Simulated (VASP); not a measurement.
## CsH: single point with r2SCAN

CsH:

```xyz
2
Lattice="0.0000 3.4633 2.7014 3.4633 0.0000 2.7014 3.4633 3.4633 0.0000" Properties=species:S:1:pos:R:3 pbc="T T T"
Cs    0.0000    0.0000    0.0000
H     3.4633    3.4633    2.7014
```

This cell differs from its parent crystal: ratio of the length along z to the lengths across it x 0.78, volume and fractional coordinates fixed.

```json
{
 "Program": "VASP 6.6.1",
 "Task": "single point",
 "Functional": "r2SCAN",
 "Potentials or basis": "VASP PAW PBE potentials, release 64 (Cs_sv, H)",
 "Cutoff": "520 eV",
 "k mesh": "8 × 8 × 8",
 "Occupations": "gaussian, width 0.05 eV",
 "Spin": "no spin polarisation",
 "Dipole correction": "no",
 "Further INCAR settings": "ALGO = Normal; EDIFF = 1e-06; NBANDS = 12"
}
```

The pressure is 1.9 GPa and the band gap on the k mesh is 2.26 eV, direct.

Stress tensor (GPa, compression positive):
```
-1.12  0.00  0.00
 0.00 -1.12  0.00
 0.00  0.00  7.81
```

Levels at points of the mesh, in eV from the valence-band top:
```tsv
k point	band 2	band 3	band 4	band 5	band 6	band 7	band 8	band 9
(0.00, 0.00, 0.00)	-8.51	-8.51	-8.30	-2.00	4.45	5.30	5.30	5.90
(0.50, 0.00, 0.00)	-9.31	-8.72	-8.44	0.00	2.26	4.11	6.21	7.10
(0.50, 0.50, 0.00)	-8.97	-8.97	-8.91	-1.61	2.66	7.37	7.79	7.79
(0.50, 0.00, 0.50)	-9.26	-8.58	-8.57	-1.58	3.71	4.99	6.59	7.90
```

Run time: 88 s on 1 thread of Intel(R) Xeon(R) Platinum 8488C (Sapphire Rapids) (shared host), peak memory 0.24 GiB.

Caveat: the PAW data sets were made with another functional, which shifts forces and pressure a little; spin-orbit coupling is left out, which moves the levels of the heavy elements. A k mesh can miss the band edges.
